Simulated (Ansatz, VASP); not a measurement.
Two plane-wave programs on MoS2

Contents of INCAR:

```
SYSTEM = MoS2
ALGO = Normal ; EDIFF = 1E-6
ENCUT = 520 ; GGA = PE
ISIF = 2 ; ISMEAR = 0
IVDW = 12 ; LASPH = .True.
LCHARG = .False. ; LREAL = .False.
LWAVE = .False. ; NBANDS = 20
NELM = 80 ; PREC = Accurate
SIGMA = 0.05
```

File KPOINTS:

```
k-points
0
Gamma
  12 12 12
  0 0 0
```

File POSCAR:

```
MoS2
1.0
    1.6160000000      0.9329980350      5.1342000000
   -1.6160000000      0.9329980350      5.1342000000
    0.0000000000     -1.8659960700      5.1342000000
Mo S
1 2
Direct
    0.0000172156      0.0000172156      0.0000172156
    0.7535368444      0.7535368444      0.7535368444
    0.5797459400      0.5797459400      0.5797459400
```

Input for Ansatz:

```yaml
crystal:
  lattice:
    - [1.616, 0.932998035, 5.1342]
    - [-1.616, 0.932998035, 5.1342]
    - [0.0, -1.86599607, 5.1342]
  atoms:
    - { symbol: Mo, position: [1.72156e-05, 1.72156e-05, 1.72156e-05] }
    - { symbol: S, position: [0.7535368444, 0.7535368444, 0.7535368444] }
    - { symbol: S, position: [0.57974594, 0.57974594, 0.57974594] }
basis:
  ecutwfc: 420
kpoints:
  mp_grid: { grid: [12, 12, 12] }
hamiltonian:
  xc: pbe
  pseudopotentials: { kind: paw, azcp: { folder: soft_1 } }
  dispersion: d3bj
scf:
  occupations: { method: gaussian, width: 0.05 }
output:
  forces: true
  stress: true
  eigenvalues: true
```

Alike in both runs: task single point; functional PBE; dispersion D3(BJ); k mesh 12 × 12 × 12; occupations gaussian, width 0.05 eV; no spin polarisation.

|  | VASP | Ansatz |
| --- | --- | --- |
| version | VASP 6.6.1 | Ansatz 0.2.0 |
| potentials or method | VASP PAW PBE potentials, release 64 (Mo_sv, S), cutoff 520 eV | scalar-relativistic, plane waves, PAW |
| valence electrons in the cell | 26 | 26 |

|  | VASP | Ansatz | Ansatz less VASP |
| --- | --- | --- | --- |
| gap on the k mesh at the Fermi level (eV) | none | none | - |
| pressure (GPa) | 22.7 | 23.0 | +0.28 |
| traceless stress, the component that is largest in VASP (GPa) | 21.01 | 21.05 | +0.038 |
| rms of the force components (eV/Å) | 1.843 | 1.864 | +0.0205 |

Atom by atom the forces differ by 0.020 eV/Å (rms over components). A gap of «none» marks a metal or a gap that the smearing closes.
